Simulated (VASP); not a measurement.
Here is a VASP 6.6.1 calculation.

The input POSCAR:

```
WC
1.0
    0.0000000000      2.1926800000      2.1926800000
    2.1926800000      0.0000000000      2.1926800000
    2.1926800000      2.1926800000      0.0000000000
W C
1 1
Direct
   -0.0015495614      0.0006696547      0.0002783508
    0.5237174841      0.4897503064      0.4957395850
```

Contents of INCAR.step1:

```
PREC = Accurate
ENCUT = 660
ISMEAR = -1
SIGMA = 0.1
LREAL = False
LASPH = True
NELM = 120
NBANDS = 16
GGA = PE
ALGO = Normal
EDIFF = 1E-5
LWAVE = True
LCHARG = False
GGA_COMPAT = False
```

The input INCAR.step2:

```
PREC = Accurate
ENCUT = 660
EDIFF = 1E-6
ISMEAR = -1
SIGMA = 0.1
LREAL = False
LASPH = True
NELM = 120
ALGO = Normal
ISIF = 2
LWAVE = False
LCHARG = False
METAGGA = R2SCAN
LMIXTAU = True
NBANDS = 16
ISTART = 1
GGA_COMPAT = False
```

KPOINTS

```
regular mesh
0
Gamma
  4 4 4
```

Potentials or basis: VASP PAW PBE potentials, release 64 (W_sv, C).

Launch:

```sh
$ cat potpaw_PBE.64/W_sv/POTCAR potpaw_PBE.64/C/POTCAR > POTCAR
$ cp INCAR.step1 INCAR
$ mpirun -np 1 vasp_std > vasp.out
$ cp INCAR.step2 INCAR
$ mpirun -np 1 vasp_std > vasp.out
```

(1) What does it give for the band gap on the k mesh?

(2) Estimate the pressure.

Answers

(1) zero (band 9 reaches 13.51 eV, above the bottom of band 10 at 10.91 eV).

(2) -4.2 GPa.

Caveat: the k points lie up to 0.62 Å⁻¹ apart; the PAW data sets were made with another functional, which shifts forces and pressure a little; spin-orbit coupling is left out, which moves the levels of the heavy elements.
